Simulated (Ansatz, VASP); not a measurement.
**One calculation of PtS2, two programs**

File POSCAR:

```
PtS2
1.0
    3.5432000000      0.0000000000      0.0000000000
   -1.7716000000      3.0685012107      0.0000000000
    0.0000000000      0.0000000000      5.0388000000
Pt S
1 2
Direct
    0.0000000000      0.0000000000      0.0000000000
    0.6666666667      0.3333333333      0.7730000000
    0.3333333333      0.6666666667      0.2270000000
```

The input INCAR.step1:

```
SYSTEM = PtS2
  PREC = Accurate
  ENCUT = 520
  EDIFF = 1E-5
  ISMEAR = -1
  SIGMA = 0.05
  LREAL = .FALSE.
  LASPH = .TRUE.
  NELM = 80
  ALGO = Normal
  ISIF = 2
  LWAVE = .TRUE.
  LCHARG = .FALSE.
  GGA = PE
  NBANDS = 18
```

INCAR.step2

```
SYSTEM = PtS2
  PREC = Accurate
  ENCUT = 520
  EDIFF = 1E-7
  ISMEAR = -1
  SIGMA = 0.05
  LREAL = .FALSE.
  LASPH = .TRUE.
  NELM = 80
  ALGO = Normal
  ISIF = 2
  LWAVE = .FALSE.
  LCHARG = .FALSE.
  METAGGA = R2SCAN
  LHFCALC = .TRUE.
  AEXX = 0.15
  LMIXTAU = .TRUE.
  PRECFOCK = Normal
  ISTART = 1
  NBANDS = 18
```

KPOINTS

```
Automatic mesh
0
G
  5 5 3
  0 0 0
```

input.yaml

```yaml
crystal:
  lattice:
    - [3.5432, 0.0, 0.0]
    - [-1.7716, 3.0685012107, 0.0]
    - [0.0, 0.0, 5.0388]
  atoms:
    - { symbol: Pt, position: [0.0, 0.0, 0.0] }
    - { symbol: S, position: [0.6666666667, 0.3333333333, 0.773] }
    - { symbol: S, position: [0.3333333333, 0.6666666667, 0.227] }
hamiltonian:
  xc: { exchange: r2scan, correlation: r2scan, exx: { coeff: 0.15 } }
  pseudopotentials: { kind: paw }
kpoints:
  mp_grid: { grid: [5, 5, 3] }
scf:
  occupations: { method: fermi_dirac, width: 0.05 }
output:
  forces: true
  stress: true
  eigenvalues: true
  write_density: true
  write_potential: true
  elf: true
  volumetric_format: npy
```

Alike in both runs: task single point; functional r2SCAN-based global hybrid; k mesh 5 × 5 × 3; occupations fermi-dirac, width 0.05 eV; no spin polarisation.

|  | VASP | Ansatz |
| --- | --- | --- |
| version | VASP 6.6.1 | Ansatz 0.2.0 |
| potentials or method | VASP PAW PBE potentials, release 64 (Pt, S) | Ansatz PAW |
| plane-wave cutoff (eV) | 520 | 500 |
| valence electrons in the cell | 22 | 30 |

```tsv
	VASP	Ansatz	Ansatz less VASP
gap on the k mesh at the Fermi level (eV)	2.19	2.19	+0.001
least direct gap on the mesh (eV)	2.42	2.41	-0.011
pressure (GPa)	6.9	7.1	+0.20
traceless stress, the component that is largest in VASP (GPa)	1.00	1.02	+0.019
rms of the force components (eV/Å)	0.484	0.485	+0.0018
```

VASP's potentials were made for PBE, not for r2SCAN-based global hybrid. Atom by atom the forces differ by 0.002 eV/Å (rms over components). With one functional, cell and mesh, what is left measures potentials, basis and numerics. VASP's potentials hold 22 valence electrons a cell and Ansatz's 30, so a difference there can come from the potentials and not from the codes.

Neither program's run includes spin-orbit coupling. Noted on Ansatz's run: odd divisions of the mesh miss points on the zone boundary, where band edges often lie, so the gap on the mesh can be too wide.
